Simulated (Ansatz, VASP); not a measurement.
Two plane-wave programs on Al6H

```
Al H
1.0
     5.71430    0.00000    0.00000
    -2.85715    4.94873    0.00000
     0.00000    0.00000   22.60164
Al H
12 2
Direct
  0.33333 0.16667 0.17698
  0.33333 0.66667 0.17698
  0.83333 0.16667 0.17698
  0.83333 0.66667 0.17698
  0.16667 0.33333 0.27878
  0.16667 0.83333 0.27878
  0.66667 0.33333 0.27878
  0.66667 0.83333 0.27878
  0.00000 0.00000 0.38058
  0.00000 0.50000 0.38058
  0.50000 0.00000 0.38058
  0.50000 0.50000 0.38058
  0.27646 0.16667 0.49561
  0.39021 0.16667 0.49561
```

Alike in both runs: task single point; functional PBE; k mesh 6 × 6 × 1; occupations gaussian, width 0.1 eV; no spin polarisation.

|  | VASP | Ansatz |
| --- | --- | --- |
| version | VASP 6.6.1 | Ansatz 0.2.0 |
| potentials or method | VASP PAW PBE potentials, release 64 (Al, H), cutoff 520 eV | scalar-relativistic, plane waves, PAW |
| valence electrons in the cell | 38 | 38 |

|  | VASP | Ansatz | Ansatz less VASP |
| --- | --- | --- | --- |
| gap on the k mesh at the Fermi level (eV) | none | none | - |
| rms of the force components (eV/Å) | 1.078 | 1.070 | -0.0076 |

Atom by atom the forces differ by 0.008 eV/Å (rms over components). A gap of «none» marks a metal or a gap that the smearing closes. With one functional, cell and mesh, what is left measures potentials, basis and numerics.
